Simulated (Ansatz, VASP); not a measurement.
# One calculation of Mg3H2, two programs

```xyz
5
Lattice="4.3699 0.0000 0.0000 0.0000 4.3699 0.0000 0.0000 0.0000 4.3699" Properties=species:S:1:pos:R:3 pbc="T T T"
Mg    0.0000    2.1849    2.1849
Mg    2.1849    0.0000    2.1849
Mg    2.1849    2.1849    0.0000
H     0.0000    0.0000    0.0000
H     2.1849    2.1849    2.1849
```

Alike in both runs: functional PBE; k mesh 4 × 4 × 4; occupations gaussian, width 0.1 eV; no spin polarisation.

Ansatz relaxed the structure, and its values are those at the end. VASP's run is a single point on that final structure, the one shown.

|  | VASP | Ansatz |
| --- | --- | --- |
| version | VASP 6.6.1 | Ansatz 0.2.0 |
| potentials or method | VASP PAW PBE potentials, release 64 (Mg, H), cutoff 520 eV | scalar-relativistic, plane waves, PAW |
| valence electrons in the cell | 8 | 32 |

```csv
,VASP,Ansatz,Ansatz less VASP
gap on the k mesh at the Fermi level (eV),none,none,-
pressure (GPa),-0.4,-0.3,+0.13
```

A gap of «none» marks a metal or a gap that the smearing closes. The functional is the same, so the differences come from potentials, cutoffs and numerics. VASP's potentials hold 8 valence electrons a cell and Ansatz's 32, so a difference there can come from the potentials and not from the codes.
